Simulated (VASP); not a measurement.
Wanted: the native input for a VASP 6.6.1 run.

```yaml
Task: electric field gradients
Functional: PBE
Potentials_or_basis: VASP PAW PBE potentials, release 64 (Pt, Se)
Cutoff: 520 eV
k_mesh: 13 × 13 × 9
Occupations: fermi-dirac, width 0.02 eV
Spin: no spin polarisation
Dipole_correction: no
Further_INCAR_settings: ALGO = Normal; EDIFF = 1e-08; NBANDS = 18
```

The structure of PtSe2 lies in POSCAR:

```
PtSe2
1.0
    3.7278000000      0.0000000000      0.0000000000
   -1.8639000000      3.2283695002      0.0000000000
    0.0000000000      0.0000000000      5.0313000000
Pt Se
1 2
Direct
    0.0000000000      0.0000000000      0.0000000000
    0.3333333333      0.6666666667      0.2550000000
    0.6666666667      0.3333333333      0.7450000000
```

These files were run (other wordings do the same):

INCAR

```
  PREC = Accurate
  ENCUT = 520
  EDIFF = 1E-8
  ISMEAR = -1
  SIGMA = 0.02
  LREAL = F
  LASPH = T
  NELM = 80
  ALGO = Normal
  ISIF = 2
  LWAVE = F
  LCHARG = F
  GGA = PE
  LEFG = T
  NBANDS = 18
```

KPOINTS

```
Automatic mesh
0
Gamma
  13 13 9
```

Potentials or basis: VASP PAW PBE potentials, release 64 (Pt, Se).

Command:

```console
$ cat potpaw_PBE.64/Pt/POTCAR potpaw_PBE.64/Se/POTCAR > POTCAR
$ mpirun -np 1 vasp_std > vasp.out
```

Results of the run:

```json
{"Pressure": "6.0 GPa", "Largest force": "0.323 eV/Å", "Band gap on the k mesh": "zero (band 11 reaches 7.06 eV, above the bottom of band 12 at 6.50 eV)"}
```

Caveat: without QUAD_EFG the Cq values of the log hold for a quadrupole moment of 1 mb, not for the nuclei; spin-orbit coupling is left out, which moves the levels of the heavy elements.

It took 6.5 min on 1 thread of AMD EPYC 7R13, on a shared host, peak memory 0.28 GiB.
